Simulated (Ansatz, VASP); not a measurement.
# Cu in VASP and in Ansatz

The input INCAR:

```
SYSTEM = Cu
PREC = Accurate ; ENCUT = 520
EDIFF = 1E-7 ; ISMEAR = -1
SIGMA = 0.05 ; LREAL = .FALSE.
LASPH = .TRUE. ; NELM = 80
ALGO = Normal ; ISIF = 2
LWAVE = .FALSE. ; LCHARG = .FALSE.
NBANDS = 18
```

Contents of KPOINTS:

```
Automatic mesh
0
G
  11 11 11
  0 0 0
```

POSCAR

```
Cu
1.0
    1.2344979457     -4.0287047744      0.0000000000
    1.2344979457      4.0287047744      0.0000000000
    0.0000000000      0.0000000000      2.5080715687
Cu
2
Direct
    0.8661333500      0.1338666500      0.7500000000
    0.1338666500      0.8661333500      0.2500000000
```

input.yaml

```yaml
crystal:
  lattice:
    - [1.2344979457, -4.0287047744, 0.0]
    - [1.2344979457, 4.0287047744, 0.0]
    - [0.0, 0.0, 2.5080715687]
  atoms:
    - { symbol: Cu, position: [0.86613335, 0.13386665, 0.75] }
    - { symbol: Cu, position: [0.13386665, 0.86613335, 0.25] }
kpoints:
  mp_grid: { grid: [11, 11, 11] }
scf:
  occupations: { method: fermi_dirac, width: 0.05 }
hamiltonian:
  xc: lda
  pseudopotentials: { kind: all_electron, lapw: { basis_error: 0.001 } }
output:
  forces: true
  stress: true
  eigenvalues: true
```

Change from the starting cell: volume scaled by 1.04.

Alike in both runs: task single point; functional LDA; k mesh 11 × 11 × 11; occupations fermi-dirac, width 0.05 eV; no spin polarisation.

|  | VASP | Ansatz |
| --- | --- | --- |
| version | VASP 6.6.1 | Ansatz 0.2.0 |
| potentials or method | VASP PAW LDA potentials, release 64 (Cu), cutoff 520 eV | all-electron LAPW, scalar-relativistic |

|  | VASP | Ansatz | Ansatz less VASP |
| --- | --- | --- | --- |
| gap on the k mesh at the Fermi level (eV) | none | none | - |
| pressure (GPa) | -11.5 | -12.3 | -0.76 |
| traceless stress, the component that is largest in VASP (GPa) | -0.90 | -0.97 | -0.070 |
| rms of the force components (eV/Å) | 0.048 | 0.051 | +0.0026 |

LDA's correlation is that of Perdew and Zunger in VASP and of Perdew and Wang (1992) in Ansatz. Atom by atom the forces differ by 0.003 eV/Å (rms over components). A gap of «none» marks a metal or a gap that the smearing closes. Ansatz ran all-electron here, and VASP with PAW potentials.
